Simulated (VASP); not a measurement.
Cs:

```xyz
1
Lattice="0.0000 2.9920 2.9920 2.9920 0.0000 2.9920 2.9920 2.9920 0.0000" Properties=species:S:1:pos:R:3 pbc="T T T"
Cs    0.0000    0.0000    0.0000
```

This isn't the form of Cs at room conditions, which is bcc.

```yaml
Program: VASP 6.6.1
Task: relaxation of cell and atoms
Functional: PBEsol
Potentials_or_basis: VASP PAW PBE potentials, release 64 (Cs_sv)
Cutoff: 600 eV
k_mesh: 6 × 6 × 6
Occupations: methfessel-paxton, width 0.1 eV
Spin: no spin polarisation
```

At the start: pressure 3.2 GPa; volume 53.57 Å³/atom.

**Question.** Where does the relaxation end?

**Answer.** Over 5 steps the energy falls by 390.7 meV/atom and the volume is 110.29 Å³/atom (+105.9 %); space group Fm-3m (No. 225, to 0.1 Å) before and after.

Step by step:
| step | energy change (eV) | largest force (eV/Å) | pressure (GPa) | volume (Å³) |
| --- | --- | --- | --- | --- |
| 1 | 0.0000 | 0.0000 | 3.20 | 53.57 |
| 2 | -0.1387 | 0.0000 | 2.06 | 62.29 |
| 3 | -0.3710 | 0.0000 | 0.45 | 94.00 |
| 4 | -0.3903 | 0.0000 | -0.05 | 112.66 |
| 5 | -0.3907 | 0.0000 | -0.01 | 110.29 |

Final structure:
```
Cs
1.0
     0.00000    3.80633    3.80633
     3.80633    0.00000    3.80633
     3.80633    3.80633    0.00000
Cs
1
Direct
  0.00000 0.00000 0.00000
```

Caveat: the volume moved by over 15 % at a fixed basis, so the end points are rough; the PAW data sets were made with another functional, which shifts forces and pressure a little.
